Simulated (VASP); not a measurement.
# TiO2 (I4_1/amd) in VASP: notebook, part 2 of 2

VASP 6.6.1. The steps go on from the part before.

## (3) Single point, r2SCAN

This run uses another cell than the first one, of 11.40 Å³/atom.

POSCAR

```
TiO2
1.0
   -1.8888957585      1.8888957585      4.7917385078
    1.8888957585     -1.8888957585      4.7917385078
    1.8888957585      1.8888957585     -4.7917385078
Ti O
2 4
Direct
    0.0000000000      0.0000000000      0.0000000000
    0.7500000000      0.2500000000      0.5000000000
    0.9572855798      0.4572855798      0.5000000000
    0.2072855798      0.2072855798      0.0000000000
    0.5427144202      0.0427144202      0.5000000000
    0.7927144202      0.7927144202      0.0000000000
```

INCAR.step1

```
SYSTEM = TiO2
  PREC = Accurate
  ENCUT = 520
  ISMEAR = -1
  SIGMA = 0.02
  LREAL = .FALSE.
  LASPH = .TRUE.
  NELM = 80
  NBANDS = 33
  GGA = PE
  ALGO = Normal
  EDIFF = 1E-4
  LWAVE = .TRUE.
  LCHARG = .FALSE.
```

INCAR.step2

```
SYSTEM = TiO2
  PREC = Accurate
  ENCUT = 520
  EDIFF = 1E-7
  ISMEAR = -1
  SIGMA = 0.02
  LREAL = .FALSE.
  LASPH = .TRUE.
  NELM = 80
  ALGO = Normal
  ISIF = 2
  LWAVE = .FALSE.
  LCHARG = .FALSE.
  METAGGA = R2SCAN
  LMIXTAU = .TRUE.
  NBANDS = 33
  ISTART = 1
```

KPOINTS

```
Automatic mesh
0
G
  8 8 8
  0 0 0
```

Potentials or basis: VASP PAW PBE potentials, release 64 (Ti_sv, O).

The run is started by

```sh
$ cat potpaw_PBE.64/Ti_sv/POTCAR potpaw_PBE.64/O/POTCAR > POTCAR
$ cp INCAR.step1 INCAR
$ mpirun -np 1 vasp_std > vasp.out
$ cp INCAR.step2 INCAR
$ mpirun -np 1 vasp_std > vasp.out
```

OUTCAR:

```text
SYSTEM = TiO2
   PREC = Accurate
   ENCUT = 520
   EDIFF = 1E-7
   ISMEAR = -1
   LREAL = .FALSE.
   LASPH = .TRUE.
   NELM = 80
   ISIF = 2
   METAGGA = R2SCAN
   ISTART = 1

 ion  position               nearest neighbor table
   1  0.000  0.000  0.000-   5 1.93   3 1.93   5 1.93   3 1.93   4 1.99   6 1.99
   2  0.750  0.250  0.500-   6 1.93   4 1.93   6 1.93   4 1.93   3 1.99   5 1.99
   3  0.957  0.457  0.500-   1 1.93   1 1.93   2 1.99
   4  0.207  0.207  0.000-   2 1.93   2 1.93   1 1.99
   5  0.543  0.043  0.500-   1 1.93   1 1.93   2 1.99
   6  0.793  0.793  0.000-   2 1.93   2 1.93   1 1.99

  LATTYP: Found a body centered tetragonal cell.
 ALAT       =     3.7777915170
 C/A-ratio  =     2.5367935135

  Lattice vectors:

 A1 = (  -1.8888957585,   1.8888957585,   4.7917385078)
 A2 = (   1.8888957585,  -1.8888957585,   4.7917385078)
 A3 = (   1.8888957585,   1.8888957585,  -4.7917385078)

Analysis of symmetry for initial positions (statically):
=====================================================================
 Subroutine PRICEL returns:
 Original cell was already a primitive cell.
[... 176 lines left out ...]
  free energy    TOTEN  =       -69.85810343 eV

  energy without entropy =      -69.85810343  energy(sigma->0) =      -69.85810343

 E-fermi :   3.5454     XC(G=0): -11.4455

 val. band max:        2.9783110057   @ k =  -0.3750   0.3750   0.0000
 cond. band min:       5.5689981632   @ k =   0.0000   0.0000   0.0000
 fundamental gap:      2.5906871575
 Fermi energy:         3.5454441069

 k-point     1 :       0.0000    0.0000    0.0000
  band No.  band energies     occupation
      1     -55.5681      2.00000
      2     -55.5091      2.00000
      3     -30.9853      2.00000
      4     -30.7373      2.00000
      5     -30.7372      2.00000
      6     -30.6682      2.00000
[... 853 lines left out ...]
     32      10.0408      0.00000
     33      10.6611      0.00000

 [... further k-points ...]
[... 5 lines left out ...]
  --------------------------------------------------------------------------------------
  -------------------------------------------------------------------------------------
  Total        0.5557549      0.5557549      0.4638034      0.0000000     -0.0000000      0.0000000
  in kB       13.0204151     13.0204151     10.8661426      0.0000000     -0.0000000      0.0000000
  external PRESSURE =      12.3023243 kB  Pullay stress =       0.0000000 kB

 VOLUME and BASIS-vectors are now :
 -----------------------------------------------------------------------------
  energy-cutoff  :      520.00
  volume of cell :       68.39
      direct lattice vectors                 reciprocal lattice vectors
    -1.888895758  1.888895758  4.791738508     0.000000000  0.264704920  0.104346262
     1.888895758 -1.888895758  4.791738508     0.264704920  0.000000000  0.104346262
     1.888895758  1.888895758 -4.791738508     0.264704920  0.264704920  0.000000000

 POSITION                                       TOTAL-FORCE (eV/Angst)
 -----------------------------------------------------------------------------------
      0.00000      0.00000      0.00000        -0.000000     -0.000000      0.000000
      0.00000      1.88890      2.39587        -0.000000     -0.000000      0.000000
     -0.00000      1.88890      4.38239         0.000000      0.000000      0.025820
      0.00000      0.00000      1.98652         0.000000      0.000000      0.025820
      0.00000      1.88890      0.40935         0.000000      0.000000     -0.025820
      0.00000      0.00000      7.59696        -0.000000     -0.000000     -0.025820
 -----------------------------------------------------------------------------------
    total drift:                               -0.000000      0.000000      0.000000

  FREE ENERGIE OF THE ION-ELECTRON SYSTEM (eV)
  ---------------------------------------------------
  free  energy   TOTEN  =       -69.8581034265 eV

  energy  without entropy=      -69.8581034265  energy(sigma->0) =      -69.85810343
```

OSZICAR.step1:

```text
N       E                     dE             d eps       ncg     rms          rms(c)
DAV:   1     0.658790936322E+03    0.65879E+03   -0.24268E+04  3894   0.169E+03
DAV:   2     0.271860335013E+02   -0.63160E+03   -0.58617E+03  4345   0.507E+02
DAV:   3    -0.661183484834E+02   -0.93304E+02   -0.91691E+02  5321   0.189E+02
DAV:   4    -0.708925635300E+02   -0.47742E+01   -0.47645E+01  5880   0.410E+01
DAV:   5    -0.710714787470E+02   -0.17892E+00   -0.17890E+00  4946   0.618E+00    0.322E+01
DAV:   6    -0.539478681121E+02    0.17124E+02   -0.78230E+01  5460   0.889E+01    0.109E+01
DAV:   7    -0.540436796756E+02   -0.95812E-01   -0.14818E+01  5208   0.324E+01    0.943E+00
DAV:   8    -0.538921439576E+02    0.15154E+00   -0.55572E-01  5106   0.633E+00    0.658E+00
DAV:   9    -0.538967890291E+02   -0.46451E-02   -0.82400E-01  5494   0.103E+01    0.242E+00
DAV:  10    -0.538473410800E+02    0.49448E-01   -0.40299E-01  5384   0.640E+00    0.990E-01
DAV:  11    -0.538345760043E+02    0.12765E-01   -0.48550E-02  4982   0.154E+00    0.436E-01
DAV:  12    -0.538344654558E+02    0.11055E-03   -0.75048E-03  4681   0.985E-01    0.169E-01
DAV:  13    -0.538340877181E+02    0.37774E-03   -0.11294E-03  5425   0.373E-01    0.314E-02
DAV:  14    -0.538340703319E+02    0.17386E-04   -0.13820E-04  3053   0.122E-01
   1 F= -.53834070E+02 E0= -.53834070E+02  d E =-.136170E-10
```

Wall time 18 min (1 thread of Intel Xeon Platinum 8375C at 2.90GHz (Ice Lake), shared host); peak memory 0.33 GiB.

What came out:

* Free energy: -69.8581 eV
* Pressure: 1.2 GPa
* Largest force: 0.026 eV/Å
* Band gap on the k mesh: 2.59 eV (least direct gap 2.90 eV)

Forces in eV/Å, atoms in the order of the input:
```
Ti   0.000  0.000  0.000
Ti   0.000  0.000  0.000
O    0.000  0.000  0.026
O    0.000  0.000  0.026
O    0.000  0.000 -0.026
O    0.000  0.000 -0.026
```

Caveat: the PAW data sets were made with another functional, which shifts forces and pressure a little. A k mesh can miss the band edges.

## (4) Single point, PBE

This run uses another cell than the first one, of 11.40 Å³/atom.

INCAR

```
SYSTEM = TiO2
PREC = Accurate ; ENCUT = 520
EDIFF = 1E-6 ; ISMEAR = -1
SIGMA = 0.02 ; LREAL = .FALSE.
LASPH = .TRUE. ; NELM = 60
ALGO = Normal ; ISIF = 2
LWAVE = .FALSE. ; LCHARG = .FALSE.
GGA = PE ; NBANDS = 33
```

KPOINTS

```
Automatic mesh
0
G
  10 10 10
  0 0 0
```

POSCAR is that of step 3.

Potentials or basis: VASP PAW PBE potentials, release 64 (Ti_sv, O).

The run is started by

```sh
$ cat potpaw_PBE.64/Ti_sv/POTCAR potpaw_PBE.64/O/POTCAR > POTCAR
$ mpirun -np 1 vasp_std > vasp.out
```

OUTCAR:

```text
SYSTEM = TiO2
   PREC = Accurate
   ENCUT = 520
   EDIFF = 1E-6
   ISMEAR = -1
   LREAL = .FALSE.
   LASPH = .TRUE.
   NELM = 60
   ISIF = 2
   GGA = PE

 ion  position               nearest neighbor table
   1  0.000  0.000  0.000-   5 1.93   3 1.93   5 1.93   3 1.93   4 1.99   6 1.99
   2  0.750  0.250  0.500-   6 1.93   4 1.93   6 1.93   4 1.93   3 1.99   5 1.99
   3  0.957  0.457  0.500-   1 1.93   1 1.93   2 1.99
   4  0.207  0.207  0.000-   2 1.93   2 1.93   1 1.99
   5  0.543  0.043  0.500-   1 1.93   1 1.93   2 1.99
   6  0.793  0.793  0.000-   2 1.93   2 1.93   1 1.99

  LATTYP: Found a body centered tetragonal cell.
 ALAT       =     3.7777915170
 C/A-ratio  =     2.5367935135

  Lattice vectors:

 A1 = (  -1.8888957585,   1.8888957585,   4.7917385078)
 A2 = (   1.8888957585,  -1.8888957585,   4.7917385078)
 A3 = (   1.8888957585,   1.8888957585,  -4.7917385078)

Analysis of symmetry for initial positions (statically):
=====================================================================
 Subroutine PRICEL returns:
 Original cell was already a primitive cell.
[... 176 lines left out ...]
  free energy    TOTEN  =       -53.83408606 eV

  energy without entropy =      -53.83408606  energy(sigma->0) =      -53.83408606

 E-fermi :   3.7559     XC(G=0): -10.7139

 val. band max:        3.3547580983   @ k =  -0.4000   0.4000   0.0000
 cond. band min:       5.4907195256   @ k =   0.0000   0.0000   0.0000
 fundamental gap:      2.1359614273
 Fermi energy:         3.7558533382

 k-point     1 :       0.0000    0.0000    0.0000
  band No.  band energies     occupation
      1     -53.0276      2.00000
      2     -52.9696      2.00000
      3     -29.4885      2.00000
      4     -29.2512      2.00000
      5     -29.2512      2.00000
      6     -29.1825      2.00000
[... 853 lines left out ...]
     32       9.8395      0.00000
     33      10.7359      0.00000

 [... further k-points ...]
[... 5 lines left out ...]
  --------------------------------------------------------------------------------------
  -------------------------------------------------------------------------------------
  Total        2.2238344      2.2238344      2.4333373      0.0000000      0.0000000      0.0000000
  in kB       52.1007472     52.1007472     57.0090503      0.0000000      0.0000000      0.0000000
  external PRESSURE =      53.7368482 kB  Pullay stress =       0.0000000 kB

 VOLUME and BASIS-vectors are now :
 -----------------------------------------------------------------------------
  energy-cutoff  :      520.00
  volume of cell :       68.39
      direct lattice vectors                 reciprocal lattice vectors
    -1.888895758  1.888895758  4.791738508     0.000000000  0.264704920  0.104346262
     1.888895758 -1.888895758  4.791738508     0.264704920  0.000000000  0.104346262
     1.888895758  1.888895758 -4.791738508     0.264704920  0.264704920  0.000000000

 POSITION                                       TOTAL-FORCE (eV/Angst)
 -----------------------------------------------------------------------------------
      0.00000      0.00000      0.00000        -0.000000     -0.000000      0.000000
      0.00000      1.88890      2.39587        -0.000000     -0.000000      0.000000
     -0.00000      1.88890      4.38239        -0.000000     -0.000000      0.106748
      0.00000      0.00000      1.98652        -0.000000     -0.000000      0.106748
      0.00000      1.88890      0.40935         0.000000      0.000000     -0.106748
      0.00000      0.00000      7.59696         0.000000      0.000000     -0.106748
 -----------------------------------------------------------------------------------
    total drift:                                0.000000      0.000000      0.000000

  FREE ENERGIE OF THE ION-ELECTRON SYSTEM (eV)
  ---------------------------------------------------
  free  energy   TOTEN  =       -53.8340860582 eV

  energy  without entropy=      -53.8340860582  energy(sigma->0) =      -53.83408606
```

Run time: 8.2 min. Hardware: 1 thread of Intel Xeon Platinum 8375C at 2.90GHz (Ice Lake), shared host; peak memory 0.36 GiB.

What came out:

```
Free energy            : -53.8341 eV
Pressure               : 5.4 GPa
Largest force          : 0.107 eV/Å
Band gap on the k mesh : 2.14 eV (least direct gap 2.45 eV)
```

Forces on the atoms (eV/Å):
```
Ti   0.000  0.000  0.000
Ti   0.000  0.000  0.000
O    0.000  0.000  0.107
O    0.000  0.000  0.107
O    0.000  0.000 -0.107
O    0.000  0.000 -0.107
```

Caveat: the cell stands under pressure. A k mesh can miss the band edges.

## (5) Summary

```tsv
level	cell	k mesh	gap on the mesh (eV)	pressure (GPa)	largest force (eV/Å)
PBE	a = 5.543 Å, angles 139.9, 139.9, 58.0°, 6 atoms, atomic positions A	8 × 8 × 8	2.14	0.7	0.02
r2SCAN	a = 5.486 Å, angles 139.7, 139.7, 58.3°, 6 atoms, atomic positions B	8 × 8 × 8	2.59	1.2	0.03
PBE	a = 5.486 Å, angles 139.7, 139.7, 58.3°, 6 atoms, atomic positions B	10 × 10 × 10	2.14	5.4	0.11
```

Alike in all rows: task single point; potentials or basis VASP PAW PBE potentials, release 64 (Ti_sv, O); no spin polarisation; cutoff (eV) 520; smearing fermi-dirac 0.02 eV.

Caveats: the PAW data sets were made with another functional, which shifts forces and pressure a little (at least some runs); the cell stands under pressure (at least some runs).

Total energies depend on the potentials used, so only differences within one code and one set of settings carry meaning.
